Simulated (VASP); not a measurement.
Crystal: BaTiO3.

```
CELL_PARAMETERS angstrom
3.97264 0.00000 0.00000
0.00000 2.89035 2.91587
0.00000 -2.89035 2.91587
ATOMIC_POSITIONS crystal
Ba 0.00000 0.01172 0.01172
Ti 0.50000 0.52793 0.52793
O 0.00000 0.48745 0.48745
O 0.50000 0.49326 0.97652
O 0.50000 0.97652 0.49326
```

```yaml
Program: VASP 6.6.1
Task: relaxation of cell and atoms
Functional: PBEsol
Potentials_or_basis: VASP PAW PBE potentials, release 64 (Ba_sv, Ti_sv, O)
Cutoff: 600 eV
k_mesh: 6 × 6 × 6
Occupations: fermi-dirac, width 0.02 eV
Spin: no spin polarisation
```

At the start: pressure -4.4 GPa; volume 13.39 Å³/atom.

Task: How do energy, volume and symmetry change on relaxing?

Result: Over 19 steps the energy falls by 8.0 meV/atom and the volume is 12.83 Å³/atom (-4.2 %); space group Amm2 (No. 38, to 0.1 Å) before and after.

The path:
| step | energy change (eV) | largest force (eV/Å) | pressure (GPa) | volume (Å³) |
| --- | --- | --- | --- | --- |
| 1 | 0.0000 | 0.0426 | -4.38 | 66.96 |
| 2 | -0.0003 | 0.6826 | 4.69 | 63.48 |
| 3 | -0.0250 | 0.3352 | -0.05 | 65.18 |
| 4 | -0.0326 | 0.1061 | 0.01 | 64.74 |
| 5 | -0.0336 | 0.1034 | 0.12 | 64.51 |
| 6 | -0.0373 | 0.0846 | -0.08 | 64.43 |
| 7 | -0.0389 | 0.1024 | -0.27 | 64.32 |
| 8 | -0.0396 | 0.0540 | 0.42 | 64.04 |
| 9 | -0.0396 | 0.0597 | 0.37 | 64.08 |
| 10 | -0.0401 | 0.0199 | 0.13 | 64.12 |
| 11 | -0.0402 | 0.0197 | 0.02 | 64.14 |
| 12 | -0.0402 | 0.0198 | 0.02 | 64.14 |
| 13 | -0.0402 | 0.0196 | 0.02 | 64.14 |
| 14 | -0.0402 | 0.0123 | 0.00 | 64.15 |
| 15 | -0.0402 | 0.0104 | -0.04 | 64.17 |
| 16 | -0.0402 | 0.0080 | 0.00 | 64.14 |
| 17 | -0.0402 | 0.0094 | 0.01 | 64.14 |
| 18 | -0.0402 | 0.0029 | 0.05 | 64.13 |
| 19 | -0.0402 | 0.0030 | 0.04 | 64.13 |

Final structure:
```xyz
5
Lattice="3.9599 0.0000 0.0000 0.0000 2.8399 2.8514 0.0000 -2.8399 2.8514" Properties=species:S:1:pos:R:3 pbc="T T T"
Ba    0.0000    0.0000    0.0385
Ti    1.9800    0.0000    2.9696
O     0.0000    0.0000    2.8030
O     1.9800   -1.3910    4.2141
O     1.9800    1.3910    4.2141
```

Caveat: the PAW data sets were made with another functional, which shifts forces and pressure a little.
